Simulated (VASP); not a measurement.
Write the native input for VASP 6.6.1 that does the following.

* Task: single point
* Functional: PBE
* Potentials or basis: VASP PAW PBE potentials, release 64 (Ir)
* Cutoff: 520 eV
* k mesh: 22 × 22 × 22
* Occupations: gaussian, width 0.15 eV
* Spin: no spin polarisation
* Dipole correction: no
* Further INCAR settings: ALGO = Normal; EDIFF = 1e-06; NBANDS = 10

The structure of Ir lies in POSCAR:

```
Ir
1.0
    0.0000000000      2.1676542005      1.5917084794
    2.1676542005      0.0000000000      1.5917084794
    2.1676542005      2.1676542005      0.0000000000
Ir
1
Direct
    0.0000000000      0.0000000000      0.0000000000
```

The input as run:

INCAR

```
PREC = Accurate
ENCUT = 520
EDIFF = 1E-6
ISMEAR = 0
SIGMA = 0.15
LREAL = F
LASPH = T
NELM = 100
ALGO = Normal
ISIF = 2
LWAVE = F
LCHARG = F
GGA = PE
NBANDS = 10
```

KPOINTS

```
Automatic mesh
0
Gamma
  22 22 22
```

Potentials or basis: VASP PAW PBE potentials, release 64 (Ir).

Command:

```sh
$ cat potpaw_PBE.64/Ir/POTCAR > POTCAR
$ mpirun -np 1 vasp_std > vasp.out
```

Results of the run:

```
Pressure               : 1.7 GPa
Band gap on the k mesh : zero (an odd number of electrons rules out a gap without spin polarisation)
```

Caveat: spin-orbit coupling is left out, which moves the levels of the heavy elements.

Wall time 42 s on 1 thread of Intel(R) Xeon(R) 6975P-C (Granite Rapids) (shared host), peak memory 0.24 GiB.
